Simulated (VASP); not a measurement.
Crystal: BiSb3O2.

```xyz
6
Lattice="6.4084 0.0000 0.0000 -3.2042 5.5498 0.0000 0.0000 0.0000 3.7569" Properties=species:S:1:pos:R:3 pbc="T T T"
Sb   -1.6021    2.7749    0.0000
Sb    1.6021    2.7749    0.0000
Sb    3.2042    0.0000    0.0000
Bi    0.0000    0.0000    1.8785
O     3.2042    1.8499    1.8785
O     0.0000    3.6999    1.8785
```

The cell was generated, and may not be a known phase.

| Quantity | Value |
| --- | --- |
| Program | VASP 6.6.1 |
| Task | relaxation of cell and atoms |
| Functional | PBE |
| Potentials or basis | VASP PAW PBE potentials, release 64 (Sb_d_GW, Bi_d, O) |
| Cutoff | 700 eV |
| k mesh | 3 × 3 × 4 |
| Occupations | gaussian, width 0.1 eV |
| Spin | no spin polarisation |

At the start: pressure -4.7 GPa; volume 22.27 Å³/atom.

Q: Where does the relaxation end?

A: Over 5 steps the energy falls by 31.1 meV/atom and the volume is 20.91 Å³/atom (-6.1 %); space group P6/mmm (No. 191, to 0.1 Å) before and after.

The path:
| step | energy change (eV) | largest force (eV/Å) | pressure (GPa) | volume (Å³) |
| --- | --- | --- | --- | --- |
| 1 | 0.0000 | 0.0000 | -4.69 | 133.62 |
| 2 | -0.1443 | 0.0000 | 2.80 | 121.37 |
| 3 | -0.1682 | 0.0000 | 0.48 | 124.50 |
| 4 | -0.1824 | 0.0000 | 0.24 | 124.99 |
| 5 | -0.1864 | 0.0000 | 0.05 | 125.44 |

Final structure:
```
Sb Bi O
1.0
     6.38235    0.00000    0.00000
    -3.19117    5.52727    0.00000
     0.00000    0.00000    3.55596
Sb Bi O
3 1 2
Cartesian
  -1.5956 2.7636 0.0000
  1.5956 2.7636 0.0000
  3.1912 0.0000 0.0000
  0.0000 0.0000 1.7780
  3.1912 1.8424 1.7780
  0.0000 3.6849 1.7780
```

Caveat: the k points lie up to 0.44 Å⁻¹ apart in the final cell, too coarse for converged energies and pressures of a metal.
